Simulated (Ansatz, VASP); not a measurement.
# TiAl: VASP beside Ansatz

```xyz
2
Lattice="3.1812 0.0826 0.0826 0.0826 3.1812 0.0826 0.0826 0.0826 3.1812" Properties=species:S:1:pos:R:3 pbc="T T T"
Ti    0.0000    0.0000    0.0000
Al    1.6732    1.6732    1.6732
```

Alike in both runs: task single point; functional r2SCAN; k mesh 16 × 16 × 16; occupations gaussian, width 0.15 eV; no spin polarisation.

|  | VASP | Ansatz |
| --- | --- | --- |
| version | VASP 6.6.1 | Ansatz 0.2.0 |
| potentials or method | VASP PAW PBE potentials, release 64 (Ti_sv, Al), cutoff 520 eV | scalar-relativistic, plane waves, PAW |
| valence electrons in the cell | 15 | 15 |

```tsv
	VASP	Ansatz	Ansatz less VASP
gap on the k mesh at the Fermi level (eV)	none	none	-
pressure (GPa)	0.0	-0.1	-0.09
traceless stress, the component that is largest in VASP (GPa)	-2.59	-2.62	-0.025
```

VASP's potentials were made for PBE, not for r2SCAN. A gap of «none» marks a metal or a gap that the smearing closes.
